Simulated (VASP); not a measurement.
# RbBr: single point with r2SCAN

Crystal: RbBr.

```
Rb Br
1.0
     4.77109    0.00000    0.00000
    -2.38554    4.13188    0.00000
     0.00000    0.00000    8.41015
Rb Br
2 2
Direct
  0.00000 0.00000 0.00000
  0.00000 0.00000 0.50000
  0.33333 0.66667 0.25000
  0.66667 0.33333 0.75000
```

```yaml
Program: VASP 6.6.1
Task: single point
Functional: r2SCAN
Potentials_or_basis: VASP PAW PBE potentials, release 64 (Rb_sv, Br)
Cutoff: 520 eV
k_mesh: 6 × 6 × 2
Occupations: gaussian, width 0.01 eV
Spin: no spin polarisation
Dipole_correction: no
Further_INCAR_settings: ALGO = Normal; EDIFF = 1e-06; NBANDS = 24
```

```
Pressure               : 0.0 GPa
Band gap on the k mesh : 4.84 eV, direct
```

Levels at points of the mesh, in eV from the valence-band top:
| k point | band 13 | band 14 | band 15 | band 16 | band 17 | band 18 | band 19 | band 20 |
| --- | --- | --- | --- | --- | --- | --- | --- | --- |
| (0.00, 0.00, 0.00) | -0.27 | -0.13 | 0.00 | 0.00 | 4.84 | 6.85 | 7.19 | 8.18 |
| (0.50, 0.00, 0.00) | -0.47 | -0.34 | -0.33 | -0.15 | 6.34 | 7.32 | 7.45 | 7.95 |
| (0.00, 0.00, 0.50) | -0.14 | -0.14 | -0.14 | -0.14 | 6.00 | 6.00 | 7.52 | 7.52 |
| (0.50, 0.00, 0.50) | -0.37 | -0.37 | -0.25 | -0.25 | 6.95 | 6.95 | 7.46 | 7.46 |

It took 7.2 min on 1 thread of AMD EPYC 7R13, with other jobs on the host, peak memory 0.29 GiB.

Caveat: the PAW data sets were made with another functional, which shifts forces and pressure a little. r2SCAN opens gaps a little over a GGA but as a rule still falls short of measured ones.
